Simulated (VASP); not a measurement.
Here is a VASP 6.6.1 calculation.

The input INCAR:

```
SYSTEM = La
PREC = Accurate
ENCUT = 600
EDIFF = 1E-6
ISMEAR = 0
SIGMA = 0.05
LREAL = .False.
LASPH = .True.
NELM = 60
ALGO = Normal
ISIF = 3
LWAVE = .False.
LCHARG = .False.
IBRION = 2
NSW = 80
EDIFFG = -0.03
PSTRESS = 300.0
```

KPOINTS

```
regular mesh
0
Gamma
  13 13 13
  0 0 0
```

File POSCAR:

```
La
1.0
    3.4500000000      0.0000000000      0.0000000000
    0.0000000000      3.4500000000      0.0000000000
    0.0000000000      0.0000000000      3.4500000000
La
1
Direct
    0.0000000000      0.0000000000      0.0000000000
```

Potentials or basis: VASP PAW LDA potentials, release 64 (La).

Command:

```sh
$ cat potpaw_LDA.64/La/POTCAR > POTCAR
$ mpirun -np 1 vasp_std > vasp.out
```

Task: What does it give for the relaxed cell?

Result: a = 2.778 Å, b = 2.778 Å, c = 2.778 Å, α = 90.00°, β = 90.00°, γ = 90.00°.

Task: Predict the space group after relaxing (to 0.05 Å).

Result: Pm-3m (No. 221).

Task: Estimate the relaxed volume.

Result: 21.44 Å³/atom.

Step by step:
```tsv
step	energy change (eV)	largest force (eV/Å)	pressure (GPa)	volume (Å³)
1	0.0000	0.0000	-5.08	41.06
2	31.6063	0.0000	1517.77	7.45
3	-0.1511	0.0000	-2.70	35.22
4	-0.1808	0.0000	0.51	31.35
5	0.9670	0.0000	52.10	19.35
6	0.2411	0.0000	21.18	22.74
7	0.4140	0.0000	28.62	21.62
8	0.4712	0.0000	31.29	21.31
9	0.3850	0.0000	27.38	21.78
10	0.4467	0.0000	29.98	21.44
```

Caveat: the cell is relaxed towards a set pressure, so the enthalpy falls and the energy may rise; the volume moved by over 15 % at a fixed basis, so the end points are rough.
